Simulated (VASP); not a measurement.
# Al (P6_3/mmc) in VASP: notebook

Runs on Al. Level: r2SCAN. Tasks: single point.

Program: VASP 6.6.1. These are calculated values, not measurements. Logs are shortened: lines on timing, memory, paths and dates and some standing lists are left out, and cuts for length are marked.

### Step 1. The cell of the first run

The structure is hexagonal, space group P6_3/mmc (No. 194). The conventional cell has a = 2.802 Å, b = 2.802 Å, c = 9.197 Å, α = 90.00°, β = 90.00°, γ = 120.00°. Al (site symmetry -3m) has 12 Al at 2.80 to 2.81 Å within 3.7 Å. Al (site symmetry -6m2) has 12 Al at 2.80 to 2.81 Å within 3.7 Å.

This isn't the form of Al at room conditions, which is fcc.

### Step 2. Single point, r2SCAN

File POSCAR:

```
Al
1.0
    2.8018366576      0.0000000000      0.0000000000
   -1.4009183288      2.4264617228      0.0000000000
    0.0000000000      0.0000000000      9.1969071719
Al
4
Direct
    0.0000000000      0.0000000000      0.0000000000
    0.3333333333      0.6666666667      0.2500000000
    0.0000000000      0.0000000000      0.5000000000
    0.6666666667      0.3333333333      0.7500000000
```

File INCAR.step1:

```
PREC = Accurate
ENCUT = 520
ISMEAR = 0
SIGMA = 0.1
LREAL = F
LASPH = T
NELM = 100
NBANDS = 14
GGA = PE
ALGO = Normal
EDIFF = 1E-4
LWAVE = T
LCHARG = F
```

File INCAR.step2:

```
PREC = Accurate
ENCUT = 520
EDIFF = 1E-7
ISMEAR = 0
SIGMA = 0.1
LREAL = F
LASPH = T
NELM = 100
ALGO = Normal
ISIF = 2
LWAVE = F
LCHARG = F
METAGGA = R2SCAN
LMIXTAU = T
NBANDS = 14
ISTART = 1
```

File KPOINTS:

```
regular mesh
0
Gamma
  18 18 6
```

Potentials or basis: VASP PAW PBE potentials, release 64 (Al).

Launch:

```sh
$ cat potpaw_PBE.64/Al/POTCAR > POTCAR
$ cp INCAR.step1 INCAR
$ mpirun -np 1 vasp_std > vasp.out
$ cp INCAR.step2 INCAR
$ mpirun -np 1 vasp_std > vasp.out
```

OUTCAR:

```text
PREC = Accurate
   ENCUT = 520
   EDIFF = 1E-7
   ISMEAR = 0
   LREAL = F
   LASPH = T
   NELM = 100
   ISIF = 2
   METAGGA = R2SCAN
   ISTART = 1

 ion  position               nearest neighbor table
   1  0.000  0.000  0.000-   2 2.81   4 2.81   4 2.81   2 2.81   4 2.81   2 2.81
   2  0.333  0.667  0.250-   1 2.81   3 2.81   1 2.81   3 2.81   1 2.81   3 2.81
   3  0.000  0.000  0.500-   2 2.81   4 2.81   4 2.81   2 2.81   4 2.81   2 2.81
   4  0.667  0.333  0.750-   1 2.81   3 2.81   1 2.81   3 2.81   1 2.81   3 2.81

  LATTYP: Found a hexagonal cell.
 ALAT       =     2.8018366576
 C/A-ratio  =     3.2824565797

  Lattice vectors:

 A1 = (   2.8018366576,   0.0000000000,   0.0000000000)
 A2 = (  -1.4009183288,   2.4264617228,   0.0000000000)
 A3 = (   0.0000000000,   0.0000000000,   9.1969071719)

Analysis of symmetry for initial positions (statically):
=====================================================================
 Subroutine PRICEL returns:
 Original cell was already a primitive cell.

 Routine SETGRP: Setting up the symmetry group for a
 hexagonal supercell.

 Subroutine GETGRP returns: Found 24 space group operations
 (whereof 12 operations were pure point group operations)
 out of a pool of 24 trial point group operations.

The static configuration has the point symmetry D_3d.
 The point group associated with its full space group is D_6h.

Analysis of symmetry for dynamics (positions and initial velocities):
=====================================================================
 Subroutine PRICEL returns:
 Original cell was already a primitive cell.

 Routine SETGRP: Setting up the symmetry group for a
 hexagonal supercell.

 Subroutine GETGRP returns: Found 24 space group operations
 (whereof 12 operations were pure point group operations)
 out of a pool of 24 trial point group operations.

The dynamic configuration has the point symmetry D_3d.
 The point group associated with its full space group is D_6h.

 Subroutine INISYM returns: Found 24 space group operations
 (whereof 12 operations are pure point group operations),
 and found     1 'primitive' translations

----------------------------------------------------------------------------------------

                                     Primitive cell

  volume of cell :      62.5256

  direct lattice vectors                    reciprocal lattice vectors
     2.801836658  0.000000000  0.000000000     0.356908743  0.206061359  0.000000000
    -1.400918329  2.426461723  0.000000000     0.000000000  0.412122718  0.000000000
     0.000000000  0.000000000  9.196907172     0.000000000  0.000000000  0.108732205

  length of vectors
     2.801836658  2.801836658  9.196907172     0.412122718  0.412122718  0.108732205

  position of ions in fractional coordinates (direct lattice)
     0.000000000  0.000000000  0.000000000
     0.333333333  0.666666667  0.250000000
     0.000000000  0.000000000  0.500000000
     0.666666667  0.333333333  0.750000000

  ion indices of the primitive-cell ions
   primitive index   ion index
                 1           1
                 2           2
                 3           3
                 4           4

----------------------------------------------------------------------------------------

 KPOINTS: regular mesh

Automatic generation of k-mesh.
 Grid dimensions read from file:
 generate k-points for:   18   18    6

 Generating k-lattice:

  Cartesian coordinates                     Fractional coordinates (reciprocal lattice)
     0.019828264  0.011447853  0.000000000     0.055555556  0.000000000  0.000000000
     0.000000000  0.022895707  0.000000000     0.000000000  0.055555556  0.000000000
     0.000000000  0.000000000  0.018122034     0.000000000  0.000000000  0.166666667

  Length of vectors
     0.022895707  0.022895707  0.018122034

  Shift w.r.t. Gamma in fractional coordinates (k-lattice)
     0.000000000  0.000000000  0.000000000

 Subroutine IBZKPT returns following result:
 ===========================================

 Found    148 irreducible k-points:

 Following reciprocal coordinates:
            Coordinates               Weight
  0.000000  0.000000  0.000000      1.000000
  0.055556 -0.000000  0.000000      6.000000
  0.111111 -0.000000  0.000000      6.000000
  0.166667 -0.000000  0.000000      6.000000
  0.222222 -0.000000  0.000000      6.000000
  0.277778 -0.000000  0.000000      6.000000
[... 16 lines left out ...]
  0.333333  0.111111  0.000000     12.000000
  0.388889  0.111111  0.000000     12.000000
 [... further k-points ...]
   k-points           NKPTS =    148   k-points in BZ     NKDIM =    148   number of bands    NBANDS=     14
   number of dos      NEDOS =    301   number of ions     NIONS =      4
   total plane-waves  NPLWV =  40320
   dimension x,y,z NGX =    24 NGY =   24 NGZ =   70
   dimension x,y,z NGXF=    48 NGYF=   48 NGZF=  140
   ions per type =               4
   NGX,Y,Z   is equivalent  to a cutoff of  14.24, 14.24, 12.65 a.u.
   NGXF,Y,Z  is equivalent  to a cutoff of  28.48, 28.48, 25.31 a.u.
 SYSTEM =  unknown system
   PREC   = accura    normal or accurate (medium, high low for compatibility)
   ISTART =      1    job   : 0-new  1-cont  2-samecut
   ICHARG =      0    charge: 1-file 2-atom 10-const
   ISPIN  =      1    spin polarized calculation?
   LNONCOLLINEAR =      F non collinear calculations
   LSORBIT =      F    spin-orbit coupling
   LASPH  =      T    aspherical Exc in radial PAW
   ENCUT  =  520.0 eV  38.22 Ry    6.18 a.u.   5.21  5.21 17.10*2*pi/ulx,y,z
   NELM   =    100;   NELMIN=  2; NELMDL=  0     # of ELM steps
   EDIFF  = 0.1E-06   stopping-criterion for ELM
   LREAL  =      F    real-space projection
   EDIFFG = 0.1E-05   stopping-criterion for IOM
   NSW    =      0    number of steps for IOM
   IBRION =     -1    ionic relax: 0-MD 1-quasi-New 2-CG
   NFREE  =      0    steps in history (QN), initial steepest desc. (CG)
   ISIF   =      2    stress and relaxation
   ISYM   =      2    0-nonsym 1-usesym 2-fastsym
   POTIM  = 0.5000    time-step for ionic-motion
   TEBEG  =    0.0;   TEEND  =   0.0 temperature during run
   PSTRESS=    0.0 pullay stress
   NELECT =      12.0000    total number of electrons
   NUPDOWN=      -1.0000    fix difference up-down
   EMIN   =  10.00;   EMAX   =-10.00  energy-range for DOS
   EFERMI =   0.00;   METHOD = LEGACY
   ISMEAR =     0;   SIGMA  =   0.10  broadening in eV -4-tet -1-fermi 0-gaus
   EFERMI_NEDOS =   21; number of points for ismear=-14 and -15
   IALGO  =     38    algorithm
   IMIX   =      4    mixing-type and parameters
     AMIX     =   0.40;   BMIX     =  1.00
     AMIX_MAG =   1.60;   BMIX_MAG =  1.00
  volume/ion in A,a.u.               =      15.63       105.49
  Fermi-wavevector in a.u.,A,eV,Ry     =   0.944313  1.784493 12.132679  0.891727
  Thomas-Fermi vector in A             =   2.072105
   LORBIT       =      0    0 simple, 1 ext, 2 COOP (PROOUT), +10 PAW based schemes
   METAGGA = R2SCAN    functional components
   LHFCALC =     F    Hartree Fock is set to
   AEXX    =    0.0000 exact exchange contribution
   IVDW    =     0    specifies the selected vdW correction
   LEPSILON=     F    determine dielectric tensor
   LRPA    =     F    only Hartree local field effects (RPA)
 non-spin polarized calculation
 Gauss-broadening in eV      SIGMA  =   0.10
  energy-cutoff  :      520.00
  volume of cell :       62.53
 maximum number of plane-waves:      1704
 NGX is ok and might be reduce to    24

 number of electron      12.0000000 magnetization

 Free energy of the ion-electron system (eV)
  ---------------------------------------------------
  ext. energy  EPLUGINS =         0.00000000
  ---------------------------------------------------
  free energy    TOTEN  =       -26.88882600 eV

  energy without entropy =      -26.88118858  energy(sigma->0) =      -26.88500729

 E-fermi :   8.5766     XC(G=0): -11.1122

 val. band max:        8.5744884674   @ k =   0.2222   0.1667   0.3333
 cond. band min:       8.5778946407   @ k =   0.3333   0.2778   0.0000
 fundamental gap:      0.0034061733
 Fermi energy:         8.5766015277

 k-point     1 :       0.0000    0.0000    0.0000
  band No.  band energies     occupation
      1      -3.6396      2.00000
      2      -1.7964      2.00000
      3      -1.7904      2.00000
      4       3.3356      2.00000
      5       3.9158      2.00000
      6      12.2655      0.00000
      7      12.2669      0.00000
      8      20.5176      0.00000
      9      20.5176      0.00000
     10      20.5824      0.00000
     11      20.5824      0.00000
     12      21.5366      0.00000
     13      21.5367      0.00000
     14      21.6357      0.00000

 k-point     2 :       0.0556   -0.0000    0.0000
  band No.  band energies     occupation
      1      -3.5573      2.00000
      2      -1.7151      2.00000
      3      -1.7092      2.00000
      4       3.4121      2.00000
      5       3.9948      2.00000
      6      12.3292      0.00000
      7      12.3336      0.00000
      8      18.6880      0.00000
      9      19.3712      0.00000
     10      20.0731      0.00000
     11      20.1661      0.00000
     12      20.7365      0.00000
     13      20.8406      0.00000
     14      20.8590      0.00000
[... 343 lines left out ...]
      1       0.5772      2.00000
      2       2.3554      2.00000
      3       2.3569      2.00000
      4       6.0454      2.00000
      5       7.2287      2.00000
      6       7.6939      2.00000
      7       8.1321      2.00000
      8       8.6127      0.60980
      9      11.6694      0.00000
     10      12.7947      0.00000
     11      13.4617      0.00000
     12      13.5532      0.00000
     13      14.2846      0.00000
     14      16.5103      0.00000

 k-point    24 :       0.3889    0.1111    0.0000
  band No.  band energies     occupation
      1       1.7667      2.00000
      2       3.4949      2.00000
      3       3.5042      2.00000
      4       4.5692      2.00000
      5       6.4086      2.00000
      6       6.4154      2.00000
      7       8.5165      1.60434
      8       9.2251      0.00000
      9      11.0996      0.00000
     10      11.2652      0.00000
     11      12.7672      0.00000
     12      13.3274      0.00000
     13      13.7682      0.00000
     14      17.3514      0.00000

 [... further k-points ...]

------------------------ aborting loop because EDIFF is reached ----------------------------------------

  FORCE on cell =-STRESS in cart. coord.  units (eV):
  Direction    XX          YY          ZZ          XY          YZ          ZX
  --------------------------------------------------------------------------------------
  -------------------------------------------------------------------------------------
  Total        0.6633981      0.6633981      0.6677566      0.0000000      0.0000000      0.0000000
  in kB       16.9991311     16.9991311     17.1108147      0.0000000      0.0000000      0.0000000
  external PRESSURE =      17.0363590 kB  Pullay stress =       0.0000000 kB

 VOLUME and BASIS-vectors are now :
 -----------------------------------------------------------------------------
  energy-cutoff  :      520.00
  volume of cell :       62.53
      direct lattice vectors                 reciprocal lattice vectors
     2.801836658  0.000000000  0.000000000     0.356908743  0.206061359  0.000000000
    -1.400918329  2.426461723  0.000000000     0.000000000  0.412122718  0.000000000
     0.000000000  0.000000000  9.196907172     0.000000000  0.000000000  0.108732205

 POSITION                                       TOTAL-FORCE (eV/Angst)
 -----------------------------------------------------------------------------------
      0.00000      0.00000      0.00000         0.000000      0.000000     -0.000000
     -0.00000      1.61764      2.29923        -0.000000     -0.000000     -0.000000
      0.00000      0.00000      4.59845         0.000000      0.000000     -0.000000
      1.40092      0.80882      6.89768         0.000000      0.000000      0.000000
 -----------------------------------------------------------------------------------
    total drift:                               -0.000000      0.000000      0.000000

  FREE ENERGIE OF THE ION-ELECTRON SYSTEM (eV)
  ---------------------------------------------------
  free  energy   TOTEN  =       -26.8888260009 eV

  energy  without entropy=      -26.8811885839  energy(sigma->0) =      -26.88500729
```

Run time: 5.7 min. Hardware: 1 thread of AMD EPYC 9R45 (Zen 5), shared host; peak memory 0.22 GiB.

Results:

* Free energy: -26.8888 eV
* Pressure: 1.7 GPa
* Band gap on the k mesh: zero (bands 6 and 7 overlap by 5.84 eV)

Caveat: the PAW data sets were made with another functional, which shifts forces and pressure a little.

### Step 3. Single point, r2SCAN

This run uses another cell than the first one, of 16.35 Å³/atom.

File POSCAR:

```
Al
1.0
    2.8440907806      0.0000000000      0.0000000000
   -1.4220453903      2.4630548667      0.0000000000
    0.0000000000      0.0000000000      9.3340032373
Al
4
Direct
    0.0000000000      0.0000000000      0.0000000000
    0.3333333333      0.6666666667      0.2500000000
    0.0000000000      0.0000000000      0.5000000000
    0.6666666667      0.3333333333      0.7500000000
```

File INCAR.step1:

```
SYSTEM = Al
ALGO     = Normal         ! electronic algorithm
EDIFF    = 1E-4           ! SCF threshold, eV
ENCUT    = 520            ! plane-wave cutoff, eV
GGA      = PE             ! functional
ISMEAR   = 0              ! smearing method
LASPH    = .True.         ! aspherical terms in the spheres
LCHARG   = .False.        ! write CHGCAR
LREAL    = .False.        ! projectors in reciprocal space
LWAVE    = .True.         ! write WAVECAR
NBANDS   = 14             ! bands
NELM     = 80             ! most SCF steps
PREC     = Accurate       ! precision mode
SIGMA    = 0.1            ! smearing width, eV
```

File INCAR.step2:

```
SYSTEM = Al
ALGO     = Normal         ! electronic algorithm
EDIFF    = 1E-6           ! SCF threshold, eV
ENCUT    = 520            ! plane-wave cutoff, eV
ISIF     = 2              ! what is computed and relaxed
ISMEAR   = 0              ! smearing method
ISTART   = 1            
LASPH    = .True.         ! aspherical terms in the spheres
LCHARG   = .True.         ! write CHGCAR
LELF     = .True.         ! ELF
LMIXTAU  = .True.       
LREAL    = .False.        ! projectors in reciprocal space
LVHAR    = .True.       
LWAVE    = .False.        ! write WAVECAR
METAGGA  = R2SCAN         ! meta-GGA
NBANDS   = 14             ! bands
NELM     = 80             ! most SCF steps
PREC     = Accurate       ! precision mode
SIGMA    = 0.1            ! smearing width, eV
```

File KPOINTS:

```
k-points
0
Gamma
  18 18 6
  0 0 0
```

Potentials or basis: VASP PAW PBE potentials, release 64 (Al).

Launch:

```sh
$ cat potpaw_PBE.64/Al/POTCAR > POTCAR
$ cp INCAR.step1 INCAR
$ mpirun -np 1 vasp_std > vasp.out
$ cp INCAR.step2 INCAR
$ mpirun -np 1 vasp_std > vasp.out
```

Wall time 4.8 min (1 thread of AMD EPYC 9R45 (Zen 5), shared host); peak memory 0.22 GiB.

Results (log left out):

```
Free energy            : -26.8815 eV
Pressure               : -2.3 GPa
Band gap on the k mesh : zero (bands 6 and 7 overlap by 5.74 eV)
```

Levels at points of the mesh, in eV from the Fermi level:
```tsv
k point	band 3	band 4	band 5	band 6	band 7	band 8	band 9	band 10
(0.00, 0.00, 0.00)	-10.10	-5.06	-4.60	3.60	3.60	11.57	11.57	11.70
(0.50, 0.00, 0.00)	-4.21	-4.20	-3.43	-3.40	0.83	1.26	1.47	1.83
(0.00, 0.00, 0.50)	-7.89	-7.89	-0.98	-0.98	8.76	8.76	11.92	11.92
(0.50, 0.00, 0.50)	-5.09	-5.09	-1.97	-1.97	-1.25	-1.25	4.88	4.88
```

Caveat: the PAW data sets were made with another functional, which shifts forces and pressure a little.

### Step 4. Single point, r2SCAN

This run uses another cell than the first one: it holds 8 atoms, not 4.

File POSCAR:

```
Al
1.0
   -2.8221979689      0.0000000000      0.0000000000
   -1.4110989845     -2.4440951356      0.0000000000
    0.0000000000      0.0000000000     18.5241186883
Al
8
Direct
    1.0000000000      1.0000000000      0.0000000000
    1.0000000000      1.0000000000      0.5000000000
    0.3333333333      0.3333333333      0.1250000000
    0.3333333333      0.3333333333      0.6250000000
    1.0000000000      1.0000000000      0.2500000000
    1.0000000000      1.0000000000      0.7500000000
    0.6666666667      0.6666666667      0.3750000000
    0.6666666667      0.6666666667      0.8750000000
```

File INCAR.step1:

```
SYSTEM = Al
ALGO = Normal ; EDIFF = 1E-4
ENCUT = 520 ; GGA = PE
ISMEAR = 0 ; LASPH = .TRUE.
LCHARG = .FALSE. ; LREAL = .FALSE.
LWAVE = .TRUE. ; NBANDS = 22
NELM = 80 ; PREC = Accurate
SIGMA = 0.15
```

File INCAR.step2:

```
SYSTEM = Al
ALGO = Normal ; EDIFF = 1E-6
ENCUT = 520 ; ISIF = 2
ISMEAR = 0 ; ISTART = 1
LASPH = .TRUE. ; LCHARG = .FALSE.
LMIXTAU = .TRUE. ; LREAL = .FALSE.
LWAVE = .FALSE. ; METAGGA = R2SCAN
NBANDS = 22 ; NELM = 80
PREC = Accurate ; SIGMA = 0.15
```

File KPOINTS:

```
k-points
0
G
  19 19 3
  0 0 0
```

Launch:

```sh
$ cat potpaw_PBE.64/Al/POTCAR > POTCAR
$ cp INCAR.step1 INCAR
$ mpirun -np 1 vasp_std > vasp.out
$ cp INCAR.step2 INCAR
$ mpirun -np 1 vasp_std > vasp.out
```

Run time: 17 min. Hardware: 1 thread of Intel Xeon 8259CL, shared host; peak memory 0.38 GiB.

The run converged. Its results:

| Quantity | Value |
| --- | --- |
| Free energy | -53.7986 eV |
| Pressure | -0.3 GPa |
| Band gap on the k mesh | zero (bands 12 and 13 overlap by 5.81 eV) |

Stress tensor (GPa, compression positive):
```
-0.49  0.00  0.00
 0.00 -0.49  0.00
 0.00  0.00  0.00
```

Levels at points of the mesh, in eV from the Fermi level:
| k point | band 9 | band 10 | band 11 | band 12 | band 13 | band 14 | band 15 | band 16 |
| --- | --- | --- | --- | --- | --- | --- | --- | --- |
| (0.00, 0.00, 0.00) | -4.65 | -1.00 | -1.00 | 3.63 | 3.63 | 8.86 | 8.86 | 11.74 |

Caveat: the PAW data sets were made with another functional, which shifts forces and pressure a little.

### Step 5. Overview

| cell | k mesh | smearing | gap on the mesh (eV) | pressure (GPa) |
| --- | --- | --- | --- | --- |
| a = 2.802, b = 2.802, c = 9.197 Å, angles 90.0, 90.0, 120.0°, 4 atoms, atomic positions A | 18 × 18 × 6 | gaussian 0.1 eV | none | 1.7 |
| a = 2.844, b = 2.844, c = 9.334 Å, angles 90.0, 90.0, 120.0°, 4 atoms, atomic positions A | 18 × 18 × 6 | gaussian 0.1 eV | none | -2.3 |
| a = 2.822, b = 2.822, c = 18.524 Å, angles 90.0, 90.0, 60.0°, 8 atoms, atomic positions B | 19 × 19 × 3 | gaussian 0.15 eV | none | -0.3 |

Alike in all rows: task single point; level r2SCAN; potentials or basis VASP PAW PBE potentials, release 64 (Al); no spin polarisation; cutoff (eV) 520.

Caveats: the PAW data sets were made with another functional, which shifts forces and pressure a little.

Total energies depend on the potentials used, so only differences within one code and one set of settings carry meaning.
